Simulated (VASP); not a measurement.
# SrVO3 (Pm-3m) in VASP: single point with r2SCAN+U

Aim: the single point of SrVO3 with r2SCAN+U.

Program: VASP 6.6.1. These are calculated values, not measurements. Logs are shortened: lines on timing, memory, paths and dates and some standing lists are left out, and cuts for length are marked.

## (1) The cell of the first run

The structure is cubic, space group Pm-3m (No. 221). Conventional cell: a = 3.840 Å, b = 3.840 Å, c = 3.840 Å, α = 90.00°, β = 90.00°, γ = 90.00°. Within 3.6 Å of Sr (site symmetry m-3m) lie 12 O at 2.72 Å and 8 V at 3.33 Å. V (site symmetry m-3m) has 6 O at 1.92 Å within 2.5 Å. Within 2.5 Å of O (site symmetry 4/mmm) lie 2 V at 1.92 Å.

## (2) Single point, r2SCAN+U

POSCAR

```
SrVO3
1.0
    3.8398620000      0.0000000000      0.0000000000
    0.0000000000      3.8398620000      0.0000000000
    0.0000000000      0.0000000000      3.8398620000
Sr V O
1 1 3
Direct
    0.5000000000      0.5000000000      0.5000000000
    0.0000000000      0.0000000000      0.0000000000
    0.5000000000      0.0000000000      0.0000000000
    0.0000000000      0.5000000000      0.0000000000
    0.0000000000      0.0000000000      0.5000000000
```

INCAR.step1

```
ALGO     = Normal         # electronic algorithm
EDIFF    = 1E-4           # SCF threshold, eV
ENCUT    = 520            # plane-wave cutoff, eV
GGA      = PE             # functional
ISMEAR   = -5             # smearing method
LASPH    = True           # aspherical terms in the spheres
LCHARG   = False          # write CHGCAR
LDAU     = True           # DFT+U
LDAUJ    = 0 0.91 0     
LDAUL    = -1 2 -1        # shell
LDAUTYPE = 1            
LDAUU    = 0 2.47 0       # U, eV
LMAXMIX  = 4              # l up to which the mixer works
LREAL    = False          # projectors in reciprocal space
LWAVE    = True           # write WAVECAR
NBANDS   = 28             # bands
NELM     = 150            # most SCF steps
PREC     = Accurate       # precision mode
SIGMA    = 0.1            # smearing width, eV
```

INCAR.step2

```
ALGO     = Normal         # electronic algorithm
EDIFF    = 1E-6           # SCF threshold, eV
ENCUT    = 520            # plane-wave cutoff, eV
ISIF     = 2              # what is computed and relaxed
ISMEAR   = -1             # smearing method
ISTART   = 1            
LASPH    = True           # aspherical terms in the spheres
LCHARG   = False          # write CHGCAR
LDAU     = True           # DFT+U
LDAUJ    = 0 0.91 0     
LDAUL    = -1 2 -1        # shell
LDAUPRINT= 1            
LDAUTYPE = 1            
LDAUU    = 0 2.47 0       # U, eV
LMAXMIX  = 4              # l up to which the mixer works
LMIXTAU  = True         
LORBIT   = 11             # projections on sites
LREAL    = False          # projectors in reciprocal space
LWAVE    = False          # write WAVECAR
METAGGA  = R2SCAN         # meta-GGA
NBANDS   = 28             # bands
NELM     = 150            # most SCF steps
PREC     = Accurate       # precision mode
SIGMA    = 0.1            # smearing width, eV
```

KPOINTS

```
k-points
0
Gamma
  9 9 9
```

Potentials or basis: VASP PAW PBE potentials, release 64 (Sr_sv, V_sv, O).

Run with:

```console
cat potpaw_PBE.64/Sr_sv/POTCAR potpaw_PBE.64/V_sv/POTCAR potpaw_PBE.64/O/POTCAR > POTCAR
cp INCAR.step1 INCAR
mpirun -np 1 vasp_std > vasp.out
cp INCAR.step2 INCAR
mpirun -np 1 vasp_std > vasp.out
```

OUTCAR:

```text
EDIFF = 1E-6
   ENCUT = 520
   ISIF = 2
   ISMEAR = -1
   ISTART = 1
   LASPH = True
   LORBIT = 11
   LREAL = False
   METAGGA = R2SCAN
   NELM = 150
   PREC = Accurate

 ion  position               nearest neighbor table
   1  0.500  0.500  0.500-   3 2.72   4 2.72   5 2.72   3 2.72   4 2.72   3 2.72   5 2.72   3 2.72
                             4 2.72   5 2.72   4 2.72   5 2.72   2 3.33   2 3.33   2 3.33   2 3.33
   2  0.000  0.000  0.000-   3 1.92   4 1.92   5 1.92   5 1.92   4 1.92   3 1.92   1 3.33   1 3.33
                             1 3.33   1 3.33   1 3.33   1 3.33   1 3.33   1 3.33
   3  0.500  0.000  0.000-   2 1.92   2 1.92   1 2.72   1 2.72   1 2.72   1 2.72
   4  0.000  0.500  0.000-   2 1.92   2 1.92   1 2.72   1 2.72   1 2.72   1 2.72
   5  0.000  0.000  0.500-   2 1.92   2 1.92   1 2.72   1 2.72   1 2.72   1 2.72

  LATTYP: Found a simple cubic cell.
 ALAT       =     3.8398620000

  Lattice vectors:

 A1 = (   3.8398620000,   0.0000000000,   0.0000000000)
 A2 = (   0.0000000000,   3.8398620000,   0.0000000000)
 A3 = (   0.0000000000,   0.0000000000,   3.8398620000)

Analysis of symmetry for initial positions (statically):
=====================================================================
 Subroutine PRICEL returns:
 Original cell was already a primitive cell.

 Routine SETGRP: Setting up the symmetry group for a
 simple cubic supercell.

 Subroutine GETGRP returns: Found 48 space group operations
 (whereof 48 operations were pure point group operations)
 out of a pool of 48 trial point group operations.

The static configuration has the point symmetry O_h .

Analysis of symmetry for dynamics (positions and initial velocities):
=====================================================================
 Subroutine PRICEL returns:
 Original cell was already a primitive cell.

 Routine SETGRP: Setting up the symmetry group for a
 simple cubic supercell.

 Subroutine GETGRP returns: Found 48 space group operations
 (whereof 48 operations were pure point group operations)
 out of a pool of 48 trial point group operations.
[... 167 lines left out ...]
  0.0000 -0.0000 -0.0000  0.0000  0.3019

 occupancies and eigenvectors

  o =  0.2806  v =  0.0000 -0.9217 -0.0000 -0.3878 -0.0000  0.0000  0.0000  0.0000  0.0000  0.0000      0.0000  0.0000  0.0000  0.0000  0.0000  0.0000  0.0000  0.0000  0.0000  0.0000
  o =  0.2806  v =  0.0000  0.0000  0.0000  0.0000  0.0000  0.0000 -0.9217 -0.0000 -0.3878 -0.0000      0.0000  0.0000  0.0000  0.0000  0.0000  0.0000  0.0000  0.0000  0.0000  0.0000
  o =  0.2806  v =  0.0000 -0.3878 -0.0000  0.9217 -0.0000  0.0000  0.0000  0.0000  0.0000  0.0000      0.0000  0.0000  0.0000  0.0000  0.0000  0.0000  0.0000  0.0000  0.0000  0.0000
  o =  0.2806  v =  0.0000  0.0000  0.0000  0.0000  0.0000  0.0000 -0.3878 -0.0000  0.9217 -0.0000      0.0000  0.0000  0.0000  0.0000  0.0000  0.0000  0.0000  0.0000  0.0000  0.0000
  o =  0.2806  v =  1.0000  0.0000  0.0000  0.0000  0.0000  0.0000  0.0000  0.0000  0.0000  0.0000      0.0000  0.0000  0.0000  0.0000  0.0000  0.0000  0.0000  0.0000  0.0000  0.0000
  o =  0.2806  v =  0.0000  0.0000  0.0000  0.0000  0.0000  1.0000  0.0000  0.0000  0.0000  0.0000      0.0000  0.0000  0.0000  0.0000  0.0000  0.0000  0.0000  0.0000  0.0000  0.0000
  o =  0.3019  v =  0.0000  0.0000  0.0000  0.0000  0.0000  0.0000 -0.0000  1.0000  0.0000  0.0082      0.0000  0.0000  0.0000  0.0000  0.0000  0.0000  0.0000  0.0000  0.0000  0.0000
  o =  0.3019  v =  0.0000 -0.0000  1.0000  0.0000  0.0082  0.0000  0.0000  0.0000  0.0000  0.0000      0.0000  0.0000  0.0000  0.0000  0.0000  0.0000  0.0000  0.0000  0.0000  0.0000
  o =  0.3019  v =  0.0000  0.0000  0.0000  0.0000  0.0000  0.0000  0.0000  0.0082 -0.0000 -1.0000      0.0000  0.0000  0.0000  0.0000  0.0000  0.0000  0.0000  0.0000  0.0000  0.0000
  o =  0.3019  v =  0.0000  0.0000  0.0082 -0.0000 -1.0000  0.0000  0.0000  0.0000  0.0000  0.0000      0.0000  0.0000  0.0000  0.0000  0.0000  0.0000  0.0000  0.0000  0.0000  0.0000

 number of electron      41.0000017 magnetization

 Free energy of the ion-electron system (eV)
  ---------------------------------------------------
  ext. energy  EPLUGINS =         0.00000000
  ---------------------------------------------------
  free energy    TOTEN  =       -60.76855059 eV

  energy without entropy =      -60.70414187  energy(sigma->0) =      -60.73634623

 E-fermi :   6.3840     XC(G=0): -12.2797

 val. band max:        6.3815880126   @ k =   0.3333   0.2222   0.0000
 cond. band min:       6.3951636039   @ k =   0.4444   0.2222   0.0000
 fundamental gap:      0.0135755913
 Fermi energy:         6.3840342900

 k-point     1 :       0.0000    0.0000    0.0000
  band No.  band energies     occupation
      1     -62.6079      2.00000
      2     -35.2949      2.00000
      3     -35.2949      2.00000
      4     -35.2949      2.00000
      5     -29.6180      2.00000
      6     -14.7727      2.00000
[... 733 lines left out ...]
     27      13.2189      0.00000
     28      13.6509      0.00000

 [... further k-points ...]
[... 5 lines left out ...]
  --------------------------------------------------------------------------------------
  -------------------------------------------------------------------------------------
  Total        0.1904580      0.1904580      0.1904580     -0.0000000     -0.0000000      0.0000000
  in kB        5.3896786      5.3896786      5.3896786     -0.0000000     -0.0000000      0.0000000
  external PRESSURE =       5.3896786 kB  Pullay stress =       0.0000000 kB

 VOLUME and BASIS-vectors are now :
 -----------------------------------------------------------------------------
  energy-cutoff  :      520.00
  volume of cell :       56.62
      direct lattice vectors                 reciprocal lattice vectors
     3.839862000  0.000000000  0.000000000     0.260426026  0.000000000  0.000000000
     0.000000000  3.839862000  0.000000000     0.000000000  0.260426026  0.000000000
     0.000000000  0.000000000  3.839862000     0.000000000  0.000000000  0.260426026

 POSITION                                       TOTAL-FORCE (eV/Angst)
 -----------------------------------------------------------------------------------
      1.91993      1.91993      1.91993         0.000000      0.000000      0.000000
      0.00000      0.00000      0.00000         0.000000      0.000000      0.000000
      1.91993      0.00000      0.00000         0.000000      0.000000      0.000000
      0.00000      1.91993      0.00000         0.000000      0.000000      0.000000
      0.00000      0.00000      1.91993         0.000000      0.000000      0.000000
 -----------------------------------------------------------------------------------
    total drift:                                0.000000     -0.000000      0.000000

  FREE ENERGIE OF THE ION-ELECTRON SYSTEM (eV)
  ---------------------------------------------------
  free  energy   TOTEN  =       -60.7685505879 eV

  energy  without entropy=      -60.7041418680  energy(sigma->0) =      -60.73634623

 total charge

# of ion       s       p       d       tot
------------------------------------------
    1        1.999   5.892   0.203   8.094
    2        2.280   6.348   2.854  11.482
    3        1.569   3.518   0.000   5.087
    4        1.569   3.518   0.000   5.087
    5        1.569   3.518   0.000   5.087
--------------------------------------------------
tot          8.985  22.794   3.057  34.836
```

OUTCAR.step1:

```text
EDIFF = 1E-4
   ENCUT = 520
   GGA = PE
   ISMEAR = -5
   LASPH = True
   LREAL = False
[... 984 lines left out ...]
      1.91993      0.00000      0.00000         0.000000      0.000000      0.000000
      0.00000      1.91993      0.00000         0.000000      0.000000      0.000000
      0.00000      0.00000      1.91993         0.000000      0.000000      0.000000
 -----------------------------------------------------------------------------------
    total drift:                                0.000000     -0.000000      0.000000

  FREE ENERGIE OF THE ION-ELECTRON SYSTEM (eV)
  ---------------------------------------------------
  free  energy   TOTEN  =       -37.6338647978 eV

  energy  without entropy=      -37.6338647978  energy(sigma->0) =      -37.63386480
```

OSZICAR.step1:

```text
N       E                     dE             d eps       ncg     rms          rms(c)
DAV:   1     0.402546959255E+03    0.40255E+03   -0.21892E+04  1960   0.151E+03
DAV:   2    -0.204262131374E+02   -0.42297E+03   -0.40943E+03  2280   0.430E+02
DAV:   3    -0.475066597394E+02   -0.27080E+02   -0.26896E+02  2368   0.112E+02
DAV:   4    -0.484608616073E+02   -0.95420E+00   -0.95170E+00  3232   0.149E+01
DAV:   5    -0.484745637799E+02   -0.13702E-01   -0.13687E-01  2452   0.139E+00    0.387E+01
DAV:   6    -0.390451745496E+02    0.94294E+01   -0.72137E+01  2336   0.647E+01    0.174E+01
DAV:   7    -0.382543788173E+02    0.79080E+00   -0.21795E+01  2192   0.432E+01    0.173E+01
DAV:   8    -0.376539745705E+02    0.60040E+00   -0.18763E+00  2332   0.123E+01    0.614E+00
DAV:   9    -0.376710532203E+02   -0.17079E-01   -0.42305E-01  2616   0.536E+00    0.215E+00
DAV:  10    -0.376347076075E+02    0.36346E-01   -0.19975E-01  2112   0.448E+00    0.553E-01
DAV:  11    -0.376377330405E+02   -0.30254E-02   -0.29731E-02  2332   0.155E+00    0.723E-01
DAV:  12    -0.376337962667E+02    0.39368E-02   -0.12408E-02  2300   0.108E+00    0.405E-02
DAV:  13    -0.376338647978E+02   -0.68531E-04   -0.78556E-04  2100   0.161E-01
   1 F= -.37633865E+02 E0= -.37633865E+02  d E =0.000000E+00
```

It took 2.5 min on 1 thread of Intel Xeon Platinum 8488C (Sapphire Rapids), shared host; peak memory 0.2 GiB.

Results:

```yaml
Free_energy: -60.7686 eV
Pressure: 0.5 GPa
Band_gap_on_the_k_mesh: zero (an odd number of electrons rules out a gap without spin polarisation)
Valence_electrons_inside_the_program's_atomic_spheres: Sr 8.09; V 11.48; O 5.09
```

Levels at points of the mesh, in eV from the Fermi level:
```
           k point  band 18  band 19  band 20  band 21  band 22  band 23
(0.00, 0.00, 0.00)    -2.81    -2.81    -2.81    -0.93    -0.93    -0.93
```

Eigenvalues of the final occupation matrices:
```
    site  spin  trace               eigenvalues
site 2 d     1   1.45  0.28 0.28 0.28 0.30 0.30
site 2 d     2   1.45  0.28 0.28 0.28 0.30 0.30
```

Caveat: the PAW data sets were made with another functional, which shifts forces and pressure a little; an odd number of electrons without spin polarisation forces a metal; a magnetic or distorted state may lie lower; the run has no spin polarisation, though such a crystal can be magnetic; U without spin polarisation on a metal has little footing.
